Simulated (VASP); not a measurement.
Set up this calculation in VASP 6.6.1, as the native input.

| Quantity | Value |
| --- | --- |
| Task | single point |
| Functional | r2SCAN |
| Potentials or basis | VASP PAW PBE potentials, release 64 (Pb_d, O) |
| Cutoff | 520 eV |
| k mesh | 6 × 6 × 4 |
| Occupations | gaussian, width 0.01 eV |
| Spin | no spin polarisation |
| Dipole correction | no |
| Further INCAR settings | ALGO = Normal; EDIFF = 1e-06; NBANDS = 28 |

Crystal: PbO.

```
CELL_PARAMETERS angstrom
4.11119 0.00000 0.00000
-2.05559 3.56039 0.00000
0.00000 0.00000 5.50752
ATOMIC_POSITIONS crystal
Pb 0.33333 0.66667 0.98047
Pb 0.66667 0.33333 0.48047
O 0.33333 0.66667 0.39453
O 0.66667 0.33333 0.89453
```

One way to write it, as run:

POSCAR

```
PbO
1.0
    4.1111884712      0.0000000000      0.0000000000
   -2.0555942356      3.5603936558      0.0000000000
    0.0000000000      0.0000000000      5.5075163699
Pb O
2 2
Direct
    0.3333333333      0.6666666667     -0.0195315528
    0.6666666667      0.3333333333      0.4804684472
    0.3333333333      0.6666666667      0.3945315528
    0.6666666667      0.3333333333      0.8945315528
```

INCAR.step1

```
SYSTEM = PbO
ALGO = Normal
EDIFF = 1E-4
ENCUT = 520
GGA = PE
ISMEAR = 0
LASPH = .TRUE.
LCHARG = .FALSE.
LREAL = .FALSE.
LWAVE = .TRUE.
NBANDS = 28
NELM = 60
PREC = Accurate
SIGMA = 0.01
```

INCAR.step2

```
SYSTEM = PbO
ALGO = Normal
EDIFF = 1E-6
ENCUT = 520
ISIF = 2
ISMEAR = 0
ISTART = 1
LASPH = .TRUE.
LCHARG = .FALSE.
LMIXTAU = .TRUE.
LREAL = .FALSE.
LWAVE = .FALSE.
METAGGA = R2SCAN
NBANDS = 28
NELM = 60
PREC = Accurate
SIGMA = 0.01
```

KPOINTS

```
k-points
0
G
  6 6 4
  0 0 0
```

Potentials or basis: VASP PAW PBE potentials, release 64 (Pb_d, O).

Launch:

```console
$ cat potpaw_PBE.64/Pb_d/POTCAR potpaw_PBE.64/O/POTCAR > POTCAR
$ cp INCAR.step1 INCAR
$ mpirun -np 1 vasp_std > vasp.out
$ cp INCAR.step2 INCAR
$ mpirun -np 1 vasp_std > vasp.out
```

It gave:

```
Pressure               : 5.6 GPa
Largest force          : 0.234 eV/Å
Band gap on the k mesh : 1.97 eV (least direct gap 2.29 eV)
```

Caveat: the cell stands under pressure; the PAW data sets were made with another functional, which shifts forces and pressure a little; spin-orbit coupling is left out, which moves the levels of the heavy elements.

Wall time 70 s on 1 thread of Intel(R) Xeon(R) 6975P-C (Granite Rapids), with other jobs on the host, peak memory 0.22 GiB.
